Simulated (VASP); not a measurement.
# NaHf3 (Pm-3m) in VASP: notebook

NaHf3 is run at these levels: PBE; tasks: single point, relaxation of cell and atoms.

Program: VASP 6.6.1. These are calculated values, not measurements. Logs are shortened: lines on timing, memory, paths and dates and some standing lists are left out, and cuts for length are marked.

## (1) The cell of the first run

It takes space group Pm-3m (No. 221, cubic). Conventional cell: a = 4.265 Å, b = 4.265 Å, c = 4.265 Å, α = 90.00°, β = 90.00°, γ = 90.00°. Na (site symmetry m-3m) has 12 Hf at 3.02 Å within 4.0 Å. Hf (site symmetry 4/mmm) has 4 Na at 3.02 Å and 8 Hf at 3.02 Å within 4.0 Å.

## (2) Single point, PBE

The input, INCAR:

```
SYSTEM = NaHf3
ALGO = Normal ; EDIFF = 1E-6
ENCUT = 520 ; GGA = PE
ISIF = 2 ; ISMEAR = 0
LASPH = .TRUE. ; LCHARG = .TRUE.
LELF = .TRUE. ; LREAL = .FALSE.
LVHAR = .TRUE. ; LWAVE = .FALSE.
NBANDS = 26 ; NELM = 60
PREC = Accurate ; SIGMA = 0.1
```

The input, KPOINTS:

```
k-points
0
G
  4 4 4
  0 0 0
```

The input, POSCAR:

```
NaHf3
1.0
    4.2654928833      0.0000000000      0.0000000000
    0.0000000000      4.2654928833      0.0000000000
    0.0000000000      0.0000000000      4.2654928833
Na Hf
1 3
Direct
    0.0000000000      0.0000000000      0.0000000000
    0.0000000000      0.5000000000      0.5000000000
    0.5000000000      0.0000000000      0.5000000000
    0.5000000000      0.5000000000      0.0000000000
```

Potentials or basis: VASP PAW PBE potentials, release 64 (Na_pv, Hf_pv).

On the command line:

```sh
> cat potpaw_PBE.64/Na_pv/POTCAR potpaw_PBE.64/Hf_pv/POTCAR > POTCAR
> mpirun -np 1 vasp_std > vasp.out
```

OUTCAR:

```text
SYSTEM = NaHf3
   EDIFF = 1E-6
   ENCUT = 520
   GGA = PE
   ISIF = 2
   ISMEAR = 0
   LASPH = .TRUE.
   LREAL = .FALSE.
   NELM = 60
   PREC = Accurate

 ion  position               nearest neighbor table
   1  0.000  0.000  0.000-   2 3.02   3 3.02   4 3.02   2 3.02   3 3.02   2 3.02   4 3.02   2 3.02
                             3 3.02   4 3.02   3 3.02   4 3.02
   2  0.000  0.500  0.500-   1 3.02   3 3.02   4 3.02   1 3.02   4 3.02   1 3.02   3 3.02   1 3.02
                             3 3.02   4 3.02   4 3.02   3 3.02
   3  0.500  0.000  0.500-   1 3.02   2 3.02   4 3.02   1 3.02   4 3.02   2 3.02   4 3.02   4 3.02
                             1 3.02   2 3.02   1 3.02   2 3.02
   4  0.500  0.500  0.000-   1 3.02   2 3.02   3 3.02   2 3.02   3 3.02   1 3.02   3 3.02   3 3.02
                             1 3.02   2 3.02   2 3.02   1 3.02

  LATTYP: Found a simple cubic cell.
 ALAT       =     4.2654928833

  Lattice vectors:

 A1 = (   4.2654928833,   0.0000000000,   0.0000000000)
 A2 = (   0.0000000000,   4.2654928833,   0.0000000000)
 A3 = (   0.0000000000,   0.0000000000,   4.2654928833)

Analysis of symmetry for initial positions (statically):
=====================================================================
 Subroutine PRICEL returns:
 Original cell was already a primitive cell.

 Routine SETGRP: Setting up the symmetry group for a
 simple cubic supercell.

 Subroutine GETGRP returns: Found 48 space group operations
 (whereof 48 operations were pure point group operations)
 out of a pool of 48 trial point group operations.

The static configuration has the point symmetry O_h .

Analysis of symmetry for dynamics (positions and initial velocities):
=====================================================================
 Subroutine PRICEL returns:
 Original cell was already a primitive cell.

 Routine SETGRP: Setting up the symmetry group for a
 simple cubic supercell.

 Subroutine GETGRP returns: Found 48 space group operations
 (whereof 48 operations were pure point group operations)
 out of a pool of 48 trial point group operations.

The dynamic configuration has the point symmetry O_h .

 Subroutine INISYM returns: Found 48 space group operations
 (whereof 48 operations are pure point group operations),
 and found     1 'primitive' translations

----------------------------------------------------------------------------------------

                                     Primitive cell

  volume of cell :      77.6082

  direct lattice vectors                    reciprocal lattice vectors
     4.265492883  0.000000000  0.000000000     0.234439496  0.000000000  0.000000000
     0.000000000  4.265492883  0.000000000     0.000000000  0.234439496  0.000000000
     0.000000000  0.000000000  4.265492883     0.000000000  0.000000000  0.234439496

  length of vectors
     4.265492883  4.265492883  4.265492883     0.234439496  0.234439496  0.234439496

  position of ions in fractional coordinates (direct lattice)
     0.000000000  0.000000000  0.000000000
     0.000000000  0.500000000  0.500000000
     0.500000000  0.000000000  0.500000000
     0.500000000  0.500000000  0.000000000

  ion indices of the primitive-cell ions
   primitive index   ion index
                 1           1
                 2           2
                 3           3
                 4           4

----------------------------------------------------------------------------------------

 KPOINTS: k-points

Automatic generation of k-mesh.
 Grid dimensions read from file:
 generate k-points for:    4    4    4

 Generating k-lattice:

  Cartesian coordinates                     Fractional coordinates (reciprocal lattice)
     0.058609874  0.000000000  0.000000000     0.250000000  0.000000000  0.000000000
     0.000000000  0.058609874  0.000000000     0.000000000  0.250000000  0.000000000
     0.000000000  0.000000000  0.058609874     0.000000000  0.000000000  0.250000000

  Length of vectors
     0.058609874  0.058609874  0.058609874

  Shift w.r.t. Gamma in fractional coordinates (k-lattice)
     0.000000000  0.000000000  0.000000000

 Subroutine IBZKPT returns following result:
 ===========================================

 Found     10 irreducible k-points:

 Following reciprocal coordinates:
            Coordinates               Weight
  0.000000  0.000000  0.000000      1.000000
  0.250000  0.000000  0.000000      6.000000
  0.500000  0.000000  0.000000      3.000000
  0.250000  0.250000  0.000000     12.000000
  0.500000  0.250000  0.000000     12.000000
  0.500000  0.500000  0.000000      3.000000
  0.250000  0.250000  0.250000      8.000000
  0.500000  0.250000  0.250000     12.000000
  0.500000  0.500000  0.250000      6.000000
  0.500000  0.500000  0.500000      1.000000
   k-points           NKPTS =     10   k-points in BZ     NKDIM =     10   number of bands    NBANDS=     26
   number of dos      NEDOS =    301   number of ions     NIONS =      4
   total plane-waves  NPLWV =  32768
   dimension x,y,z NGX =    32 NGY =   32 NGZ =   32
   dimension x,y,z NGXF=    64 NGYF=   64 NGZF=   64
   ions per type =               1   3
   NGX,Y,Z   is equivalent  to a cutoff of  12.47, 12.47, 12.47 a.u.
   NGXF,Y,Z  is equivalent  to a cutoff of  24.94, 24.94, 24.94 a.u.
 SYSTEM =  NaHf3
   PREC   = accura    normal or accurate (medium, high low for compatibility)
   ISTART =      0    job   : 0-new  1-cont  2-samecut
   ICHARG =      2    charge: 1-file 2-atom 10-const
   ISPIN  =      1    spin polarized calculation?
   LNONCOLLINEAR =      F non collinear calculations
   LSORBIT =      F    spin-orbit coupling
   LASPH  =      T    aspherical Exc in radial PAW
   ENCUT  =  520.0 eV  38.22 Ry    6.18 a.u.   7.93  7.93  7.93*2*pi/ulx,y,z
   NELM   =     60;   NELMIN=  2; NELMDL= -5     # of ELM steps
   EDIFF  = 0.1E-05   stopping-criterion for ELM
   LREAL  =      F    real-space projection
   EDIFFG = 0.1E-04   stopping-criterion for IOM
   NSW    =      0    number of steps for IOM
   IBRION =     -1    ionic relax: 0-MD 1-quasi-New 2-CG
   NFREE  =      0    steps in history (QN), initial steepest desc. (CG)
   ISIF   =      2    stress and relaxation
   ISYM   =      2    0-nonsym 1-usesym 2-fastsym
   POTIM  = 0.5000    time-step for ionic-motion
   TEBEG  =    0.0;   TEEND  =   0.0 temperature during run
   PSTRESS=    0.0 pullay stress
   NELECT =      37.0000    total number of electrons
   NUPDOWN=      -1.0000    fix difference up-down
   EMIN   =  10.00;   EMAX   =-10.00  energy-range for DOS
   EFERMI =   0.00;   METHOD = LEGACY
   ISMEAR =     0;   SIGMA  =   0.10  broadening in eV -4-tet -1-fermi 0-gaus
   EFERMI_NEDOS =   21; number of points for ismear=-14 and -15
   IALGO  =     38    algorithm
   IMIX   =      4    mixing-type and parameters
     AMIX     =   0.40;   BMIX     =  1.00
     AMIX_MAG =   1.60;   BMIX_MAG =  1.00
  volume/ion in A,a.u.               =      19.40       130.93
  Fermi-wavevector in a.u.,A,eV,Ry     =   1.278909  2.416787 22.253788  1.635607
  Thomas-Fermi vector in A             =   2.411424
   LORBIT       =      0    0 simple, 1 ext, 2 COOP (PROOUT), +10 PAW based schemes
   GGA     = PE    functional components
   LHFCALC =     F    Hartree Fock is set to
   AEXX    =    0.0000 exact exchange contribution
   IVDW    =     0    specifies the selected vdW correction
   LEPSILON=     F    determine dielectric tensor
   LRPA    =     F    only Hartree local field effects (RPA)
 non-spin polarized calculation
 Gauss-broadening in eV      SIGMA  =   0.10
  energy-cutoff  :      520.00
  volume of cell :       77.61
 maximum number of plane-waves:      2176
 NGX is ok and might be reduce to    32
   NGX = 15   NGY = 15   NGZ = 15

 number of electron      36.9999975 magnetization

 Free energy of the ion-electron system (eV)
  ---------------------------------------------------
  ext. energy  EPLUGINS =         0.00000000
  ---------------------------------------------------
  free energy    TOTEN  =       -28.18696496 eV

  energy without entropy =      -28.16014139  energy(sigma->0) =      -28.17355317

 E-fermi :   4.7803     XC(G=0): -11.1843

 val. band max:        4.7687960985   @ k =   0.5000   0.5000   0.0000
 cond. band min:       4.8072805172   @ k =   0.5000   0.2500   0.0000
 fundamental gap:      0.0384844188
 Fermi energy:         4.7802746608

 k-point     1 :       0.0000    0.0000    0.0000
  band No.  band energies     occupation
      1     -25.7220      2.00000
      2     -25.7220      2.00000
      3     -25.7220      2.00000
      4     -25.2395      2.00000
      5     -25.2395      2.00000
      6     -25.2395      2.00000
[... 18 lines left out ...]
     25       8.2040      0.00000
     26      10.5990      0.00000

 k-point     2 :       0.2500    0.0000    0.0000
  band No.  band energies     occupation
      1     -25.6540      2.00000
      2     -25.6540      2.00000
      3     -25.6177      2.00000
      4     -25.2666      2.00000
      5     -25.2666      2.00000
      6     -25.2493      2.00000
[... 18 lines left out ...]
     25       8.8152      0.00000
     26       9.0755      0.00000

 k-point     3 :       0.5000    0.0000    0.0000
  band No.  band energies     occupation
      1     -25.5574      2.00000
      2     -25.5574      2.00000
      3     -25.4194      2.00000
      4     -25.3227      2.00000
      5     -25.3227      2.00000
      6     -25.2591      2.00000
[... 166 lines left out ...]
 k-point     9 :       0.5000    0.5000    0.2500
  band No.  band energies     occupation
      1     -25.8036      2.00000
      2     -25.7042      2.00000
      3     -25.5963      2.00000
      4     -25.5963      2.00000
      5     -25.0639      2.00000
      6     -25.0639      2.00000
[... 18 lines left out ...]
     25       8.0882      0.00000
     26       8.0885      0.00000

 k-point    10 :       0.5000    0.5000    0.5000
  band No.  band energies     occupation
      1     -25.9381      2.00000
      2     -25.7060      2.00000
      3     -25.7060      2.00000
      4     -25.7060      2.00000
      5     -24.9535      2.00000
      6     -24.9535      2.00000
[... 18 lines left out ...]
     25       7.6863      0.00000
     26       7.6863      0.00000

------------------------ aborting loop because EDIFF is reached ----------------------------------------

  FORCE on cell =-STRESS in cart. coord.  units (eV):
  Direction    XX          YY          ZZ          XY          YZ          ZX
  --------------------------------------------------------------------------------------
  -------------------------------------------------------------------------------------
  Total        7.1603226      7.1603226      7.1603226      0.0000000      0.0000000     -0.0000000
  in kB      147.8207854    147.8207854    147.8207854      0.0000000      0.0000000     -0.0000000
  external PRESSURE =     147.8207854 kB  Pullay stress =       0.0000000 kB

 VOLUME and BASIS-vectors are now :
 -----------------------------------------------------------------------------
  energy-cutoff  :      520.00
  volume of cell :       77.61
      direct lattice vectors                 reciprocal lattice vectors
     4.265492883  0.000000000  0.000000000     0.234439496  0.000000000  0.000000000
     0.000000000  4.265492883  0.000000000     0.000000000  0.234439496  0.000000000
     0.000000000  0.000000000  4.265492883     0.000000000  0.000000000  0.234439496

 POSITION                                       TOTAL-FORCE (eV/Angst)
 -----------------------------------------------------------------------------------
      0.00000      0.00000      0.00000         0.000000      0.000000      0.000000
      0.00000      2.13275      2.13275         0.000000      0.000000      0.000000
      2.13275      0.00000      2.13275         0.000000      0.000000      0.000000
      2.13275      2.13275      0.00000         0.000000      0.000000      0.000000
 -----------------------------------------------------------------------------------
    total drift:                                0.000000     -0.000000     -0.000000

  FREE ENERGIE OF THE ION-ELECTRON SYSTEM (eV)
  ---------------------------------------------------
  free  energy   TOTEN  =       -28.1869649600 eV

  energy  without entropy=      -28.1601413852  energy(sigma->0) =      -28.17355317
```

Wall time 14 s (1 thread of Intel Xeon Platinum 8259CL at 2.50GHz (Skylake/Cascade Lake), shared host); peak memory 0.18 GiB.

Results:

```yaml
Free_energy: -28.1870 eV
Pressure: 14.8 GPa
Band_gap_on_the_k_mesh: zero (an odd number of electrons rules out a gap without spin polarisation)
```

Levels at points of the mesh, in eV from the Fermi level:
```tsv
k point	band 15	band 16	band 17	band 18	band 19	band 20	band 21	band 22	band 23	band 24
(0.00, 0.00, 0.00)	-2.20	-2.20	-1.47	-1.47	-1.47	3.34	3.34	3.34	3.42	3.42
(0.50, 0.00, 0.00)	-2.00	-0.85	-0.29	-0.29	-0.15	1.02	1.02	1.80	1.89	2.36
(0.50, 0.50, 0.00)	-1.83	-1.56	-0.39	-0.16	-0.01	-0.01	1.22	1.22	1.90	2.89
(0.50, 0.50, 0.50)	-2.95	-2.91	1.16	1.16	1.16	1.30	1.30	1.30	1.45	2.91
```

Caveat: the k points lie up to 0.37 Å⁻¹ apart, too coarse for converged energies and pressures of a metal; spin-orbit coupling is left out, which moves the levels of the heavy elements.

## (3) Single point, PBE

This run uses another cell than the first one, of 22.62 Å³/atom.

The input, INCAR:

```
PREC = Accurate
ENCUT = 520
EDIFF = 1E-7
ISMEAR = 0
SIGMA = 0.1
LREAL = False
LASPH = True
NELM = 60
ALGO = Fast
ISIF = 2
LWAVE = False
LCHARG = False
GGA = PE
NBANDS = 26
```

The input, KPOINTS:

```
regular mesh
0
Gamma
  4 4 4
```

The input, POSCAR:

```
NaHf3
1.0
    4.4891544284      0.0000000000      0.0000000000
    0.0000000000      4.4891544284      0.0000000000
    0.0000000000      0.0000000000      4.4891544284
Na Hf
1 3
Direct
    0.0000000000      0.0000000000      0.0000000000
    0.0000000000      0.5000000000      0.5000000000
    0.5000000000      0.0000000000      0.5000000000
    0.5000000000      0.5000000000      0.0000000000
```

Potentials or basis: VASP PAW PBE potentials, release 64 (Na_pv, Hf_pv).

On the command line:

```sh
> cat potpaw_PBE.64/Na_pv/POTCAR potpaw_PBE.64/Hf_pv/POTCAR > POTCAR
> mpirun -np 1 vasp_std > vasp.out
```

Run time: 28 s. Hardware: 1 thread of Intel Xeon Platinum 8259CL at 2.50GHz (Skylake/Cascade Lake), shared host; peak memory 0.21 GiB.

The run converged. Its results:

| Quantity | Value |
| --- | --- |
| Free energy | -28.7169 eV |
| Pressure | 0.0 GPa |
| Band gap on the k mesh | zero (an odd number of electrons rules out a gap without spin polarisation) |

Levels at points of the mesh, in eV from the Fermi level:
```
           k point  band 16  band 17  band 18  band 19  band 20  band 21  band 22  band 23
(0.00, 0.00, 0.00)    -1.85    -1.12    -1.12    -1.12     2.63     2.63     2.63     2.92
(0.50, 0.00, 0.00)    -0.59    -0.25    -0.25    -0.08     0.78     0.78     1.58     1.77
(0.50, 0.50, 0.00)    -1.54    -0.22    -0.19     0.10     0.10     1.03     1.03     1.70
(0.50, 0.50, 0.50)    -2.42     0.72     0.72     0.72     0.77     1.19     1.19     1.19
```

Caveat: spin-orbit coupling is left out, which moves the levels of the heavy elements.

(Continued in part 2 of 2.)

The gap in the log of VASP goes by the Fermi energy; the results here count the filled bands.